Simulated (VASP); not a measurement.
# Cs (P6/mmm) in VASP: a series of runs

The runs below take Cs through single point, with PBE.

All numbers are computed with VASP 6.6.1; they aren't measurements. Logs are shortened: lines on timing, memory, paths and dates and some standing lists are left out, and cuts for length are marked.

## 1. The cell of the first run

It takes space group P6/mmm (No. 191, hexagonal). The conventional cell has a = 5.117 Å, b = 5.117 Å, c = 4.810 Å, α = 90.00°, β = 90.00°, γ = 120.00°.

## 2. Single point, PBE

Contents of INCAR:

```
SYSTEM = Cs
PREC     = Accurate       ! precision mode
ENCUT    = 520            ! plane-wave cutoff, eV
EDIFF    = 1E-6           ! SCF threshold, eV
ISMEAR   = -1             ! smearing method
SIGMA    = 0.08           ! smearing width, eV
LREAL    = .FALSE.        ! projectors in reciprocal space
LASPH    = .TRUE.         ! aspherical terms in the spheres
NELM     = 100            ! most SCF steps
ALGO     = Normal         ! electronic algorithm
ISIF     = 2              ! what is computed and relaxed
LWAVE    = .FALSE.        ! write WAVECAR
LCHARG   = .FALSE.        ! write CHGCAR
GGA      = PE             ! functional
NBANDS   = 10             ! bands
```

Contents of KPOINTS:

```
Automatic mesh
0
G
  8 8 8
  0 0 0
```

Contents of POSCAR:

```
Cs
1.0
    5.1173128858      0.0000000000      0.0000000000
   -2.5586564429      4.4317229582      0.0000000000
    0.0000000000      0.0000000000      4.8102741127
Cs
1
Direct
    0.0000000000      0.0000000000      0.0000000000
```

Potentials or basis: VASP PAW PBE potentials, release 64 (Cs_sv).

The run is started by

```sh
cat potpaw_PBE.64/Cs_sv/POTCAR > POTCAR
mpirun -np 1 vasp_std > vasp.out
```

OUTCAR:

```text
SYSTEM = Cs
   PREC = Accurate
   ENCUT = 520
   EDIFF = 1E-6
   ISMEAR = -1
   LREAL = .FALSE.
   LASPH = .TRUE.
   NELM = 100
   ISIF = 2
   GGA = PE

 ion  position               nearest neighbor table
   1  0.000  0.000  0.000-

  LATTYP: Found a hexagonal cell.
 ALAT       =     5.1173128858
 C/A-ratio  =     0.9400000000

  Lattice vectors:

 A1 = (   5.1173128858,   0.0000000000,   0.0000000000)
 A2 = (  -2.5586564429,   4.4317229582,   0.0000000000)
 A3 = (   0.0000000000,   0.0000000000,   4.8102741127)

Analysis of symmetry for initial positions (statically):
=====================================================================
 Subroutine PRICEL returns:
 Original cell was already a primitive cell.

 Routine SETGRP: Setting up the symmetry group for a
 hexagonal supercell.

 Subroutine GETGRP returns: Found 24 space group operations
 (whereof 24 operations were pure point group operations)
 out of a pool of 24 trial point group operations.

The static configuration has the point symmetry D_6h.

Analysis of symmetry for dynamics (positions and initial velocities):
=====================================================================
 Subroutine PRICEL returns:
 Original cell was already a primitive cell.

 Routine SETGRP: Setting up the symmetry group for a
 hexagonal supercell.

 Subroutine GETGRP returns: Found 24 space group operations
 (whereof 24 operations were pure point group operations)
 out of a pool of 24 trial point group operations.

The dynamic configuration has the point symmetry D_6h.

 Subroutine INISYM returns: Found 24 space group operations
 (whereof 24 operations are pure point group operations),
 and found     1 'primitive' translations

----------------------------------------------------------------------------------------

                                     Primitive cell

  volume of cell :     109.0899

  direct lattice vectors                    reciprocal lattice vectors
     5.117312886  0.000000000  0.000000000     0.195415059  0.112822937  0.000000000
    -2.558656443  4.431722958  0.000000000     0.000000000  0.225645874  0.000000000
     0.000000000  0.000000000  4.810274113     0.000000000  0.000000000  0.207888361

  length of vectors
     5.117312886  5.117312886  4.810274113     0.225645874  0.225645874  0.207888361

  position of ions in fractional coordinates (direct lattice)
     0.000000000  0.000000000  0.000000000

  ion indices of the primitive-cell ions
   primitive index   ion index
                 1           1

----------------------------------------------------------------------------------------

 KPOINTS: Automatic mesh

Automatic generation of k-mesh.
 Grid dimensions read from file:
 generate k-points for:    8    8    8

 Generating k-lattice:

  Cartesian coordinates                     Fractional coordinates (reciprocal lattice)
     0.024426882  0.014102867  0.000000000     0.125000000  0.000000000  0.000000000
     0.000000000  0.028205734  0.000000000     0.000000000  0.125000000  0.000000000
     0.000000000  0.000000000  0.025986045     0.000000000  0.000000000  0.125000000

  Length of vectors
     0.028205734  0.028205734  0.025986045

  Shift w.r.t. Gamma in fractional coordinates (k-lattice)
     0.000000000  0.000000000  0.000000000

 Subroutine IBZKPT returns following result:
 ===========================================

 Found     50 irreducible k-points:

 Following reciprocal coordinates:
            Coordinates               Weight
  0.000000  0.000000  0.000000      1.000000
  0.125000  0.000000  0.000000      6.000000
  0.250000  0.000000  0.000000      6.000000
  0.375000  0.000000  0.000000      6.000000
  0.500000  0.000000  0.000000      3.000000
  0.125000  0.125000  0.000000      6.000000
[... 16 lines left out ...]
  0.250000  0.000000  0.250000     12.000000
  0.375000  0.000000  0.250000     12.000000
 [... further k-points ...]
   k-points           NKPTS =     50   k-points in BZ     NKDIM =     50   number of bands    NBANDS=     10
   number of dos      NEDOS =    301   number of ions     NIONS =      1
   total plane-waves  NPLWV =  57600
   dimension x,y,z NGX =    40 NGY =   40 NGZ =   36
   dimension x,y,z NGXF=    80 NGYF=   80 NGZF=   72
   ions per type =               1
   NGX,Y,Z   is equivalent  to a cutoff of  12.99, 12.99, 12.44 a.u.
   NGXF,Y,Z  is equivalent  to a cutoff of  25.99, 25.99, 24.88 a.u.
 SYSTEM =  Cs
   PREC   = accura    normal or accurate (medium, high low for compatibility)
   ISTART =      0    job   : 0-new  1-cont  2-samecut
   ICHARG =      2    charge: 1-file 2-atom 10-const
   ISPIN  =      1    spin polarized calculation?
   LNONCOLLINEAR =      F non collinear calculations
   LSORBIT =      F    spin-orbit coupling
   LASPH  =      T    aspherical Exc in radial PAW
   ENCUT  =  520.0 eV  38.22 Ry    6.18 a.u.   9.51  9.51  8.94*2*pi/ulx,y,z
   NELM   =    100;   NELMIN=  2; NELMDL= -5     # of ELM steps
   EDIFF  = 0.1E-05   stopping-criterion for ELM
   LREAL  =      F    real-space projection
   EDIFFG = 0.1E-04   stopping-criterion for IOM
   NSW    =      0    number of steps for IOM
   IBRION =     -1    ionic relax: 0-MD 1-quasi-New 2-CG
   NFREE  =      0    steps in history (QN), initial steepest desc. (CG)
   ISIF   =      2    stress and relaxation
   ISYM   =      2    0-nonsym 1-usesym 2-fastsym
   POTIM  = 0.5000    time-step for ionic-motion
   TEBEG  =    0.0;   TEEND  =   0.0 temperature during run
   PSTRESS=    0.0 pullay stress
   NELECT =       9.0000    total number of electrons
   NUPDOWN=      -1.0000    fix difference up-down
   EMIN   =  10.00;   EMAX   =-10.00  energy-range for DOS
   EFERMI =   0.00;   METHOD = LEGACY
   ISMEAR =    -1;   SIGMA  =   0.08  broadening in eV -4-tet -1-fermi 0-gaus
   EFERMI_NEDOS =   21; number of points for ismear=-14 and -15
   IALGO  =     38    algorithm
   IMIX   =      4    mixing-type and parameters
     AMIX     =   0.40;   BMIX     =  1.00
     AMIX_MAG =   1.60;   BMIX_MAG =  1.00
  volume/ion in A,a.u.               =     109.09       736.17
  Fermi-wavevector in a.u.,A,eV,Ry     =   0.712679  1.346769  6.910561  0.507912
  Thomas-Fermi vector in A             =   1.800118
   LORBIT       =      0    0 simple, 1 ext, 2 COOP (PROOUT), +10 PAW based schemes
   GGA     = PE    functional components
   LHFCALC =     F    Hartree Fock is set to
   AEXX    =    0.0000 exact exchange contribution
   IVDW    =     0    specifies the selected vdW correction
   LEPSILON=     F    determine dielectric tensor
   LRPA    =     F    only Hartree local field effects (RPA)
 non-spin polarized calculation
  energy-cutoff  :      520.00
  volume of cell :      109.09
 maximum number of plane-waves:      2970
 NGX is ok and might be reduce to    40
   NGX = 19   NGY = 19   NGZ = 17

 number of electron       9.0000000 magnetization

 Free energy of the ion-electron system (eV)
  ---------------------------------------------------
  ext. energy  EPLUGINS =         0.00000000
  ---------------------------------------------------
  free energy    TOTEN  =        -0.80212248 eV

  energy without entropy =       -0.77527474  energy(sigma->0) =       -0.78869861

 E-fermi :   0.6147     XC(G=0):  -5.5361

 val. band max:        0.5751406573   @ k =   0.1250   0.0000   0.5000
 cond. band min:       0.6559890904   @ k =   0.2500   0.2500   0.1250
 fundamental gap:      0.0808484332
 Fermi energy:         0.6146721233

 k-point     1 :       0.0000    0.0000    0.0000
  band No.  band energies     occupation
      1     -23.3178      2.00000
      2     -10.0360      2.00000
      3     -10.0360      2.00000
      4     -10.0301      2.00000
      5      -1.1241      2.00000
      6       1.9940      0.00000
      7       3.0640      0.00000
      8       3.0640      0.00000
      9       5.2538      0.00000
     10       5.2540      0.00000

 k-point     2 :       0.1250    0.0000    0.0000
  band No.  band energies     occupation
      1     -23.3163      2.00000
      2     -10.0659      2.00000
      3     -10.0428      2.00000
      4     -10.0270      2.00000
      5      -0.9558      2.00000
      6       2.0690      0.00000
      7       2.7043      0.00000
      8       3.2309      0.00000
      9       4.7311      0.00000
     10       5.1992      0.00000

 k-point     3 :       0.2500    0.0000    0.0000
  band No.  band energies     occupation
      1     -23.3128      2.00000
      2     -10.1363      2.00000
      3     -10.0591      2.00000
      4     -10.0194      2.00000
      5      -0.4931      2.00000
      6       2.0964      0.00000
      7       2.2402      0.00000
      8       3.7123      0.00000
      9       4.1660      0.00000
     10       5.0765      0.00000

 k-point     4 :       0.3750    0.0000    0.0000
  band No.  band energies     occupation
      1     -23.3092      2.00000
      2     -10.2045      2.00000
      3     -10.0753      2.00000
      4     -10.0118      2.00000
      5       0.1321      1.99521
      6       1.6342      0.00001
      7       2.2256      0.00000
      8       3.8084      0.00000
      9       4.4448      0.00000
     10       4.9644      0.00000
[... 222 lines left out ...]
 k-point    22 :       0.1250    0.0000    0.2500
  band No.  band energies     occupation
      1     -23.3107      2.00000
      2     -10.1472      2.00000
      3     -10.0544      2.00000
      4     -10.0322      2.00000
      5      -0.4404      2.00000
      6       2.0452      0.00000
      7       2.9215      0.00000
      8       3.4083      0.00000
      9       3.8868      0.00000
     10       4.2684      0.00000

 k-point    23 :       0.2500    0.0000    0.2500
  band No.  band energies     occupation
      1     -23.3073      2.00000
      2     -10.1381      2.00000
      3     -10.1217      2.00000
      4     -10.0481      2.00000
      5      -0.0141      1.99923
      6       2.1055      0.00000
      7       2.5436      0.00000
      8       3.3301      0.00000
      9       3.7405      0.00000
     10       4.2382      0.00000

 k-point    24 :       0.3750    0.0000    0.2500
  band No.  band energies     occupation
      1     -23.3038      2.00000
      2     -10.1892      2.00000
      3     -10.1267      2.00000
      4     -10.0639      2.00000
      5       0.5426      1.42239
      6       1.6365      0.00001
      7       2.7779      0.00000
      8       3.0775      0.00000
      9       3.7433      0.00000
     10       4.8295      0.00000

 [... further k-points ...]
[... 5 lines left out ...]
  --------------------------------------------------------------------------------------
  -------------------------------------------------------------------------------------
  Total        0.1692675      0.1692675      0.1553770      0.0000000      0.0000000      0.0000000
  in kB        2.4859928      2.4859928      2.2819850      0.0000000      0.0000000      0.0000000
  external PRESSURE =       2.4179902 kB  Pullay stress =       0.0000000 kB

 VOLUME and BASIS-vectors are now :
 -----------------------------------------------------------------------------
  energy-cutoff  :      520.00
  volume of cell :      109.09
      direct lattice vectors                 reciprocal lattice vectors
     5.117312886  0.000000000  0.000000000     0.195415059  0.112822937  0.000000000
    -2.558656443  4.431722958  0.000000000     0.000000000  0.225645874  0.000000000
     0.000000000  0.000000000  4.810274113     0.000000000  0.000000000  0.207888361

 POSITION                                       TOTAL-FORCE (eV/Angst)
 -----------------------------------------------------------------------------------
      0.00000      0.00000      0.00000        -0.000000      0.000000      0.000000
 -----------------------------------------------------------------------------------
    total drift:                               -0.000000     -0.000000      0.000000

  FREE ENERGIE OF THE ION-ELECTRON SYSTEM (eV)
  ---------------------------------------------------
  free  energy   TOTEN  =        -0.8021224773 eV

  energy  without entropy=       -0.7752747358  energy(sigma->0) =       -0.78869861
```

It took 16 s on 1 thread of Intel Xeon Platinum 8559C (Emerald Rapids), shared host; peak memory 0.24 GiB.

Results:

```
Free energy : -0.8021 eV
Pressure    : 0.2 GPa
```

Levels at points of the mesh, in eV from the Fermi level:
```tsv
k point	band 2	band 3	band 4	band 5	band 6	band 7	band 8	band 9
(0.00, 0.00, 0.00)	-10.65	-10.65	-10.64	-1.74	1.38	2.45	2.45	4.64
(0.50, 0.00, 0.00)	-10.85	-10.70	-10.62	-0.07	0.75	1.50	3.07	4.31
(0.00, 0.00, 0.50)	-10.88	-10.63	-10.63	-0.24	0.46	2.87	2.87	3.20
(0.50, 0.00, 0.50)	-10.85	-10.81	-10.67	0.34	1.08	2.44	2.55	2.56
```

Caveat: spin-orbit coupling is left out, which moves the levels of the heavy elements.

## 3. Single point, PBE

This run uses another cell than the first one, of 121.21 Å³/atom, 1.111 times its volume.

Contents of INCAR:

```
PREC = Accurate
ENCUT = 520
EDIFF = 1E-6
ISMEAR = -1
SIGMA = 0.08
LREAL = False
LASPH = True
NELM = 60
ALGO = Normal
ISIF = 2
LWAVE = False
LCHARG = False
GGA = PE
NBANDS = 10
```

Contents of KPOINTS:

```
regular mesh
0
Gamma
  8 8 8
```

Contents of POSCAR:

```
Cs
1.0
    5.3002269806      0.0000000000      0.0000000000
   -2.6501134903      4.5901312111      0.0000000000
    0.0000000000      0.0000000000      4.9822133618
Cs
1
Direct
    0.0000000000      0.0000000000      0.0000000000
```

Potentials or basis: VASP PAW PBE potentials, release 64 (Cs_sv).

The run is started by

```sh
cat potpaw_PBE.64/Cs_sv/POTCAR > POTCAR
mpirun -np 1 vasp_std > vasp.out
```

It took 18 s on 1 thread of Intel Xeon Platinum 8559C (Emerald Rapids), shared host; peak memory 0.25 GiB.

It converged, with:

```yaml
Free_energy: -0.8117 eV
Pressure: 0.0 GPa
```

Levels at points of the mesh, in eV from the Fermi level:
```
           k point  band 2  band 3  band 4  band 5  band 6  band 7  band 8  band 9
(0.00, 0.00, 0.00)  -10.71  -10.71  -10.71   -1.63    1.41    2.40    2.40    4.37
(0.50, 0.00, 0.00)  -10.85  -10.74  -10.69   -0.04    0.67    1.51    2.97    4.08
(0.00, 0.00, 0.50)  -10.88  -10.69  -10.69   -0.24    0.41    2.78    2.78    3.08
(0.50, 0.00, 0.50)  -10.85  -10.82  -10.73    0.46    1.08    2.26    2.30    2.49
```

Caveat: spin-orbit coupling is left out, which moves the levels of the heavy elements.

## 4. Single point, PBE

This run uses another cell than the first one, of 121.21 Å³/atom, 1.111 times its volume.

Contents of INCAR:

```
SYSTEM = Cs
PREC = Accurate
ENCUT = 520
EDIFF = 1E-6
ISMEAR = -1
SIGMA = 0.08
LREAL = .False.
LASPH = .True.
NELM = 80
ALGO = Normal
ISIF = 2
LWAVE = .False.
LCHARG = .False.
GGA = PE
NBANDS = 10
```

Contents of KPOINTS:

```
regular mesh
0
Gamma
  8 8 8
  0 0 0
```

POSCAR is that of step 3.

The run is started by

```sh
cat potpaw_PBE.64/Cs_sv/POTCAR > POTCAR
mpirun -np 1 vasp_std > vasp.out
```

It took 18 s on 1 thread of Intel Xeon Platinum 8559C (Emerald Rapids), shared host; peak memory 0.25 GiB.

It converged, with:

```
Free energy : -0.8117 eV
Pressure    : 0.0 GPa
```

Levels at points of the mesh, in eV from the Fermi level:
| k point | band 3 | band 4 | band 5 | band 6 | band 7 | band 8 |
| --- | --- | --- | --- | --- | --- | --- |
| (0.00, 0.00, 0.00) | -10.71 | -10.71 | -1.63 | 1.41 | 2.40 | 2.40 |
| (0.50, 0.00, 0.00) | -10.74 | -10.69 | -0.04 | 0.67 | 1.51 | 2.97 |
| (0.00, 0.00, 0.50) | -10.69 | -10.69 | -0.24 | 0.41 | 2.78 | 2.78 |
| (0.50, 0.00, 0.50) | -10.82 | -10.73 | 0.46 | 1.08 | 2.26 | 2.30 |

Caveat: spin-orbit coupling is left out, which moves the levels of the heavy elements.
